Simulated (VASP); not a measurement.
A run of VASP 6.6.1 is set up as follows.

INCAR

```
SYSTEM = Cd
  ALGO = Normal
  EDIFF = 1E-6
  ENCUT = 520
  GGA = PE
  ISIF = 2
  ISMEAR = -1
  LASPH = .True.
  LCHARG = .False.
  LREAL = .False.
  LWAVE = .False.
  NBANDS = 12
  NELM = 100
  PREC = Accurate
  SIGMA = 0.1
```

The input KPOINTS:

```
k-points
0
Gamma
  14 14 14
  0 0 0
```

File POSCAR:

```
Cd
1.0
   -1.7256647213      1.7256647213      1.7256647213
    1.7256647213     -1.7256647213      1.7256647213
    1.7256647213      1.7256647213     -1.7256647213
Cd
1
Direct
    0.0000000000      0.0000000000      0.0000000000
```

Potentials or basis: VASP PAW PBE potentials, release 64 (Cd).

The run is started by

```sh
$ cat potpaw_PBE.64/Cd/POTCAR > POTCAR
$ mpirun -np 1 vasp_std > vasp.out
```

Question: What does it give for the pressure?

Answer: 7.4 GPa.

Question: Estimate the band gap on the k mesh.

Answer: Zero (band 6 reaches 6.87 eV, above the bottom of band 7 at 2.58 eV).
